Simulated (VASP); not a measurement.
Write the native input for VASP 6.6.1 that does the following.

```
Task                   : single point
Functional             : PBE
Potentials or basis    : VASP PAW PBE potentials, release 64 (W_sv, C)
Cutoff                 : 520 eV
k mesh                 : 18 × 18 × 16
Occupations            : gaussian, width 0.15 eV
Spin                   : no spin polarisation
Dipole correction      : no
Further INCAR settings : ALGO = Normal; EDIFF = 1e-06; NBANDS = 16
```

The structure of WC lies in POSCAR:

```
WC
1.0
    2.9005014360      0.0000000000      0.0000000000
   -1.4502507180      2.5119079273      0.0000000000
    0.0000000000      0.0000000000      2.8290000000
W C
1 1
Direct
    0.0000000000      0.0000000000     -0.1060445387
    0.6666666667      0.3333333333      0.5000000000
```

This cell differs from its parent crystal: atom 1 (W) moved by (+0.000, -0.300) A along [1 1 0] and z.

The input as run:

INCAR

```
SYSTEM = WC
ALGO     = Normal         ! electronic algorithm
EDIFF    = 1E-6           ! SCF threshold, eV
ENCUT    = 520            ! plane-wave cutoff, eV
GGA      = PE             ! functional
ISIF     = 2              ! what is computed and relaxed
ISMEAR   = 0              ! smearing method
LASPH    = .True.         ! aspherical terms in the spheres
LCHARG   = .False.        ! write CHGCAR
LREAL    = .False.        ! projectors in reciprocal space
LWAVE    = .False.        ! write WAVECAR
NBANDS   = 16             ! bands
NELM     = 80             ! most SCF steps
PREC     = Accurate       ! precision mode
SIGMA    = 0.15           ! smearing width, eV
```

KPOINTS

```
k-points
0
Gamma
  18 18 16
  0 0 0
```

Potentials or basis: VASP PAW PBE potentials, release 64 (W_sv, C).

Run with:

```sh
$ cat potpaw_PBE.64/W_sv/POTCAR potpaw_PBE.64/C/POTCAR > POTCAR
$ mpirun -np 1 vasp_std > vasp.out
```

Results of the run:

```yaml
Pressure: 30.1 GPa
Largest_force: 5.066 eV/Å
Band_gap_on_the_k_mesh: zero (band 9 reaches 12.77 eV, above the bottom of band 10 at 10.97 eV)
```

Caveat: the cell differs from its parent crystal (atom 1 (W) moved by (+0.000, -0.300) A along [1 1 0] and z); spin-orbit coupling is left out, which moves the levels of the heavy elements; forces of over 1 eV/Å act on the atoms, so gaps and moduli don't describe the material at rest.

Wall time 60 s on 1 thread of Intel Xeon 6975P-C (shared host), peak memory 0.29 GiB.
